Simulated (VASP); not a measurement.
# NbP (I4_1md) in VASP: a series of runs

The runs below take NbP through single point, with PBEsol, LDA.

All numbers are computed with VASP 6.6.1; they aren't measurements. Logs are shortened: lines on timing, memory, paths and dates and some standing lists are left out, and cuts for length are marked.

## 1. The cell of the first run

Symmetry: I4_1md, No. 109, tetragonal system. Conventional cell: a = 3.350 Å, b = 3.350 Å, c = 11.939 Å, α = 90.00°, β = 90.00°, γ = 90.00°. Nb (site symmetry 2mm) has 6 P at 2.57 to 2.61 Å and 4 Nb at 3.35 Å within 3.4 Å. P (site symmetry 2mm) has 6 Nb at 2.57 to 2.61 Å and 4 P at 3.35 Å within 3.4 Å.

## 2. Single point, PBEsol

The input, INCAR:

```
SYSTEM = NbP
  ALGO = Normal
  EDIFF = 1E-6
  ENCUT = 520
  GGA = PS
  ISIF = 2
  ISMEAR = -1
  LASPH = .True.
  LCHARG = .False.
  LREAL = .False.
  LWAVE = .False.
  NBANDS = 26
  NELM = 100
  PREC = Accurate
  SIGMA = 0.05
```

The input, KPOINTS:

```
k-points
0
Gamma
  9 9 9
  0 0 0
```

The input, POSCAR:

```
NbP
1.0
   -1.6749232544      1.6749232544      5.9697125029
    1.6749232544     -1.6749232544      5.9697125029
    1.6749232544      1.6749232544     -5.9697125029
Nb P
2 2
Direct
    0.2498808000      0.7498808000      0.5000000000
    0.4998808000      0.4998808000      0.0000000000
    0.8327477700      0.3327477700      0.5000000000
    0.0827477700      0.0827477700      0.0000000000
```

Potentials or basis: VASP PAW PBE potentials, release 64 (Nb_sv, P).

On the command line:

```console
> cat potpaw_PBE.64/Nb_sv/POTCAR potpaw_PBE.64/P/POTCAR > POTCAR
> mpirun -np 1 vasp_std > vasp.out
```

OUTCAR:

```text
SYSTEM = NbP
   EDIFF = 1E-6
   ENCUT = 520
   GGA = PS
   ISIF = 2
   ISMEAR = -1
   LASPH = .True.
   LREAL = .False.
   NELM = 100
   PREC = Accurate

 ion  position               nearest neighbor table
   1  0.250  0.750  0.500-   3 2.57   3 2.57   3 2.57   3 2.57   4 2.61   4 2.61
   2  0.500  0.500  0.000-   4 2.57   4 2.57   4 2.57   4 2.57   3 2.61   3 2.61
   3  0.833  0.333  0.500-   1 2.57   1 2.57   1 2.57   1 2.57   2 2.61   2 2.61
   4  0.083  0.083  0.000-   2 2.57   2 2.57   2 2.57   2 2.57   1 2.61   1 2.61

  LATTYP: Found a body centered tetragonal cell.
 ALAT       =     3.3498465088
 C/A-ratio  =     3.5641707686

  Lattice vectors:

 A1 = (  -1.6749232544,   1.6749232544,   5.9697125029)
 A2 = (   1.6749232544,  -1.6749232544,   5.9697125029)
 A3 = (   1.6749232544,   1.6749232544,  -5.9697125029)

Analysis of symmetry for initial positions (statically):
=====================================================================
 Subroutine PRICEL returns:
 Original cell was already a primitive cell.

 Routine SETGRP: Setting up the symmetry group for a
 body centered tetragonal supercell.

 Subroutine GETGRP returns: Found  8 space group operations
 (whereof  4 operations were pure point group operations)
 out of a pool of 16 trial point group operations.

The static configuration has the point symmetry C_2v.
 The point group associated with its full space group is C_4v.

Analysis of symmetry for dynamics (positions and initial velocities):
=====================================================================
 Subroutine PRICEL returns:
 Original cell was already a primitive cell.

 Routine SETGRP: Setting up the symmetry group for a
 body centered tetragonal supercell.

 Subroutine GETGRP returns: Found  8 space group operations
 (whereof  4 operations were pure point group operations)
 out of a pool of 16 trial point group operations.

The dynamic configuration has the point symmetry C_2v.
 The point group associated with its full space group is C_4v.

 Subroutine INISYM returns: Found  8 space group operations
 (whereof  4 operations are pure point group operations),
 and found     1 'primitive' translations

----------------------------------------------------------------------------------------

                                     Primitive cell

  volume of cell :      66.9890

  direct lattice vectors                    reciprocal lattice vectors
    -1.674923254  1.674923254  5.969712503     0.000000000  0.298521140  0.083756127
     1.674923254 -1.674923254  5.969712503     0.298521140  0.000000000  0.083756127
     1.674923254  1.674923254 -5.969712503     0.298521140  0.298521140  0.000000000

  length of vectors
     6.422476406  6.422476406  6.422476406     0.310048319  0.310048319  0.422172645

  position of ions in fractional coordinates (direct lattice)
     0.249880800  0.749880800  0.500000000
     0.499880800  0.499880800  0.000000000
     0.832747770  0.332747770  0.500000000
     0.082747770  0.082747770  0.000000000

  ion indices of the primitive-cell ions
   primitive index   ion index
                 1           1
                 2           2
                 3           3
                 4           4

----------------------------------------------------------------------------------------

 KPOINTS: k-points

Automatic generation of k-mesh.
 Grid dimensions read from file:
 generate k-points for:    9    9    9

 Generating k-lattice:

  Cartesian coordinates                     Fractional coordinates (reciprocal lattice)
     0.000000000  0.033169016  0.009306236     0.111111111  0.000000000  0.000000000
     0.033169016  0.000000000  0.009306236     0.000000000  0.111111111  0.000000000
     0.033169016  0.033169016  0.000000000     0.000000000  0.000000000  0.111111111

  Length of vectors
     0.034449813  0.034449813  0.046908072

  Shift w.r.t. Gamma in fractional coordinates (k-lattice)
     0.000000000  0.000000000  0.000000000

 Subroutine IBZKPT returns following result:
 ===========================================

 Found     75 irreducible k-points:

 Following reciprocal coordinates:
            Coordinates               Weight
  0.000000  0.000000  0.000000      1.000000
  0.111111  0.000000 -0.000000      8.000000
  0.222222  0.000000  0.000000      8.000000
  0.333333  0.000000 -0.000000      8.000000
  0.444444  0.000000  0.000000      8.000000
  0.111111  0.111111 -0.000000      8.000000
[... 16 lines left out ...]
 -0.333333  0.333333  0.000000      4.000000
  0.444444  0.444444  0.000000      8.000000
 [... further k-points ...]
   k-points           NKPTS =     75   k-points in BZ     NKDIM =     75   number of bands    NBANDS=     26
   number of dos      NEDOS =    301   number of ions     NIONS =      4
   total plane-waves  NPLWV = 110592
   dimension x,y,z NGX =    48 NGY =   48 NGZ =   48
   dimension x,y,z NGXF=    96 NGYF=   96 NGZF=   96
   ions per type =               2   2
   NGX,Y,Z   is equivalent  to a cutoff of  12.42, 12.42, 12.42 a.u.
   NGXF,Y,Z  is equivalent  to a cutoff of  24.85, 24.85, 24.85 a.u.
 SYSTEM =  NbP
   PREC   = accura    normal or accurate (medium, high low for compatibility)
   ISTART =      0    job   : 0-new  1-cont  2-samecut
   ICHARG =      2    charge: 1-file 2-atom 10-const
   ISPIN  =      1    spin polarized calculation?
   LNONCOLLINEAR =      F non collinear calculations
   LSORBIT =      F    spin-orbit coupling
   LASPH  =      T    aspherical Exc in radial PAW
   ENCUT  =  520.0 eV  38.22 Ry    6.18 a.u.  11.94 11.94 11.94*2*pi/ulx,y,z
   NELM   =    100;   NELMIN=  2; NELMDL= -5     # of ELM steps
   EDIFF  = 0.1E-05   stopping-criterion for ELM
   LREAL  =      F    real-space projection
   EDIFFG = 0.1E-04   stopping-criterion for IOM
   NSW    =      0    number of steps for IOM
   IBRION =     -1    ionic relax: 0-MD 1-quasi-New 2-CG
   NFREE  =      0    steps in history (QN), initial steepest desc. (CG)
   ISIF   =      2    stress and relaxation
   ISYM   =      2    0-nonsym 1-usesym 2-fastsym
   POTIM  = 0.5000    time-step for ionic-motion
   TEBEG  =    0.0;   TEEND  =   0.0 temperature during run
   PSTRESS=    0.0 pullay stress
   NELECT =      36.0000    total number of electrons
   NUPDOWN=      -1.0000    fix difference up-down
   EMIN   =  10.00;   EMAX   =-10.00  energy-range for DOS
   EFERMI =   0.00;   METHOD = LEGACY
   ISMEAR =    -1;   SIGMA  =   0.05  broadening in eV -4-tet -1-fermi 0-gaus
   EFERMI_NEDOS =   21; number of points for ismear=-14 and -15
   IALGO  =     38    algorithm
   IMIX   =      4    mixing-type and parameters
     AMIX     =   0.40;   BMIX     =  1.00
     AMIX_MAG =   1.60;   BMIX_MAG =  1.00
  volume/ion in A,a.u.               =      16.75       113.02
  Fermi-wavevector in a.u.,A,eV,Ry     =   1.330989  2.515205 24.103166  1.771533
  Thomas-Fermi vector in A             =   2.460034
   LORBIT       =      0    0 simple, 1 ext, 2 COOP (PROOUT), +10 PAW based schemes
   GGA     = PS    functional components
   LHFCALC =     F    Hartree Fock is set to
   AEXX    =    0.0000 exact exchange contribution
   IVDW    =     0    specifies the selected vdW correction
   LEPSILON=     F    determine dielectric tensor
   LRPA    =     F    only Hartree local field effects (RPA)
 non-spin polarized calculation
  energy-cutoff  :      520.00
  volume of cell :       66.99
 maximum number of plane-waves:      1820
   NGX = 23   NGY = 23   NGZ = 23

 number of electron      36.0000001 magnetization

 Free energy of the ion-electron system (eV)
  ---------------------------------------------------
  ext. energy  EPLUGINS =         0.00000000
  ---------------------------------------------------
  free energy    TOTEN  =       -37.60360805 eV

  energy without entropy =      -37.59711642  energy(sigma->0) =      -37.60036223

 E-fermi :   9.9478     XC(G=0): -11.9042

 val. band max:        9.9223123562   @ k =  -0.2222   0.2222   0.0000
 cond. band min:       9.9788969785   @ k =  -0.1111  -0.4444   0.1111
 fundamental gap:      0.0565846222
 Fermi energy:         9.9478026848

 k-point     1 :       0.0000    0.0000    0.0000
  band No.  band energies     occupation
      1     -45.0089      2.00000
      2     -44.9838      2.00000
      3     -21.2486      2.00000
      4     -21.0637      2.00000
      5     -21.0637      2.00000
      6     -20.9564      2.00000
[... 18 lines left out ...]
     25      13.8729      0.00000
     26      13.8732      0.00000

 k-point     2 :       0.1111    0.0000   -0.0000
  band No.  band energies     occupation
      1     -45.0063      2.00000
      2     -44.9824      2.00000
      3     -21.2391      2.00000
      4     -21.0949      2.00000
      5     -21.0610      2.00000
      6     -20.9811      2.00000
[... 18 lines left out ...]
     25      13.8766      0.00000
     26      14.4217      0.00000

 k-point     3 :       0.2222    0.0000    0.0000
  band No.  band energies     occupation
      1     -44.9997      2.00000
      2     -44.9790      2.00000
      3     -21.2224      2.00000
      4     -21.1645      2.00000
      5     -21.0543      2.00000
      6     -21.0513      2.00000
[... 18 lines left out ...]
     25      14.2739      0.00000
     26      15.3975      0.00000

 k-point     4 :       0.3333    0.0000   -0.0000
  band No.  band energies     occupation
      1     -44.9918      2.00000
      2     -44.9755      2.00000
      3     -21.2760      2.00000
      4     -21.1753      2.00000
      5     -21.1198      2.00000
      6     -21.0466      2.00000
[... 18 lines left out ...]
     25      14.2069      0.00000
     26      15.9698      0.00000
[... 496 lines left out ...]
      1     -44.9716      2.00000
      2     -44.9635      2.00000
      3     -21.2977      2.00000
      4     -21.2360      2.00000
      5     -21.1615      2.00000
      6     -21.1121      2.00000
[... 18 lines left out ...]
     25      15.0009      0.00000
     26      15.5243      0.00000

 k-point    23 :      -0.3333    0.3333    0.0000
  band No.  band energies     occupation
      1     -44.9773      2.00000
      2     -44.9651      2.00000
      3     -21.2448      2.00000
      4     -21.2442      2.00000
      5     -21.1326      2.00000
      6     -21.1133      2.00000
[... 18 lines left out ...]
     25      14.8071      0.00000
     26      15.7917      0.00000

 k-point    24 :       0.4444    0.4444    0.0000
  band No.  band energies     occupation
      1     -44.9643      2.00000
      2     -44.9636      2.00000
      3     -21.2888      2.00000
      4     -21.2882      2.00000
      5     -21.1529      2.00000
      6     -21.1520      2.00000
[... 18 lines left out ...]
     25      15.7585      0.00000
     26      16.2558      0.00000

 [... further k-points ...]

------------------------ aborting loop because EDIFF is reached ----------------------------------------

  FORCE on cell =-STRESS in cart. coord.  units (eV):
  Direction    XX          YY          ZZ          XY          YZ          ZX
  --------------------------------------------------------------------------------------
  -------------------------------------------------------------------------------------
  Total       -4.2754583     -4.2754583     -6.6285003      0.0000000      0.0000000      0.0000000
  in kB     -102.2562879   -102.2562879   -158.5340769      0.0000000      0.0000000      0.0000000
  external PRESSURE =    -121.0155509 kB  Pullay stress =       0.0000000 kB

 VOLUME and BASIS-vectors are now :
 -----------------------------------------------------------------------------
  energy-cutoff  :      520.00
  volume of cell :       66.99
      direct lattice vectors                 reciprocal lattice vectors
    -1.674923254  1.674923254  5.969712503     0.000000000  0.298521140  0.083756127
     1.674923254 -1.674923254  5.969712503     0.298521140  0.000000000  0.083756127
     1.674923254  1.674923254 -5.969712503     0.298521140  0.298521140  0.000000000

 POSITION                                       TOTAL-FORCE (eV/Angst)
 -----------------------------------------------------------------------------------
      1.67492      0.00000      2.98343        -0.000000     -0.000000     -0.181572
      0.00000      0.00000      5.96829        -0.000000     -0.000000     -0.181572
      0.00000      1.67492      3.97282         0.000000      0.000000      0.181572
      0.00000      0.00000      0.98796         0.000000      0.000000      0.181572
 -----------------------------------------------------------------------------------
    total drift:                               -0.000000     -0.000000      0.000491

  FREE ENERGIE OF THE ION-ELECTRON SYSTEM (eV)
  ---------------------------------------------------
  free  energy   TOTEN  =       -37.6036080478 eV

  energy  without entropy=      -37.5971164211  energy(sigma->0) =      -37.60036223
```

Run time: 3.8 min. Hardware: 1 thread of AMD EPYC 9R45 (Zen 5), shared host; peak memory 0.34 GiB.

What came out:

```
Free energy            : -37.6036 eV
Pressure               : -12.1 GPa
Largest force          : 0.182 eV/Å
Band gap on the k mesh : zero (band 18 reaches 10.12 eV, above the bottom of band 19 at 9.91 eV)
```

Forces in eV/Å, atoms in the order of the input:
```
Nb   0.000  0.000 -0.182
Nb   0.000  0.000 -0.182
P    0.000  0.000  0.182
P    0.000  0.000  0.182
```

Caveat: the PAW data sets were made with another functional, which shifts forces and pressure a little.

(Part 1 of 2 ends here.)
